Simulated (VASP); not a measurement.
Runs of VASP 6.6.1 on PtSe2. The structure is that of space group C2/m (No. 12), or close to it. The cells are those of the table. 

```csv
cell,gap on the mesh (eV),pressure (GPa),largest force (eV/Å)
"a = 3.206, b = 3.860, c = 4.822 Å, angles 90.0, 90.0, 114.5°, 3 atoms",none,(b),2.11
"a = 4.054, b = 3.438, c = 4.822 Å, angles 90.0, 90.0, 126.1°, 3 atoms",none,(a),3.06
"a = 3.772, b = 3.356, c = 4.822 Å, angles 90.0, 90.0, 124.2°, 3 atoms",none,38.1,3.50
"a = 3.489, b = 3.279, c = 4.822 Å, angles 90.0, 90.0, 122.1°, 3 atoms",none,63.9,4.48
"a = 3.206, b = 3.420, c = 4.822 Å, angles 90.0, 90.0, 117.9°, 3 atoms",none,63.8,4.40
"a = 3.206, b = 3.638, c = 4.822 Å, angles 90.0, 90.0, 116.1°, 3 atoms",none,37.5,3.07
```

Alike in all rows: task single point; level PBE+D3(BJ); potentials or basis VASP PAW PBE potentials, release 64 (Pt, Se); no spin polarisation; k mesh 12 × 12 × 8; cutoff (eV) 520; smearing gaussian 0.15 eV.

Problem. Estimate the missing entries.

Solution. (a) 22.2; (b) 20.5.

Caveats: the cell stands under pressure; spin-orbit coupling is left out, which moves the levels of the heavy elements; forces of over 1 eV/Å act on the atoms, so gaps and moduli don't describe the material at rest.

A k mesh can miss the band edges, and the runs leave out spin-orbit coupling on Pt, Se.

A gap of «none» marks levels without a gap at the run's occupations.
